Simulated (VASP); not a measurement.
The system is TiAl.

```
CELL_PARAMETERS angstrom
3.17906 0.00000 0.00000
0.00000 3.17906 0.00000
0.00000 0.00000 3.17906
ATOMIC_POSITIONS crystal
Ti 0.00000 0.00000 0.00000
Al 0.50000 0.50000 0.50000
```

```yaml
Program: VASP 6.6.1
Task: relaxation of cell and atoms
Functional: PBEsol
Potentials_or_basis: VASP PAW PBE potentials, release 64 (Ti_sv, Al)
Cutoff: 600 eV
k_mesh: 8 × 8 × 8
Occupations: fermi-dirac, width 0.05 eV
Spin: no spin polarisation
```

At the start: pressure -2.4 GPa; volume 16.06 Å³/atom.

Task: Where does the relaxation end?

Result: Over 3 steps the energy falls by 2.4 meV/atom and the volume is 15.74 Å³/atom (-2.0 %); space group Pm-3m (No. 221, to 0.05 Å).

Step by step:
```tsv
step	energy change (eV)	largest force (eV/Å)	pressure (GPa)	volume (Å³)
1	0.0000	0.0000	-2.39	32.13
2	-0.0025	0.0000	1.73	31.03
3	-0.0048	0.0000	0.03	31.48
```

Final structure:
```
Ti Al
1.0
     3.15750    0.00000    0.00000
     0.00000    3.15750    0.00000
     0.00000    0.00000    3.15750
Ti Al
1 1
Direct
  0.00000 0.00000 0.00000
  0.50000 0.50000 0.50000
```

Caveat: the PAW data sets were made with another functional, which shifts forces and pressure a little.
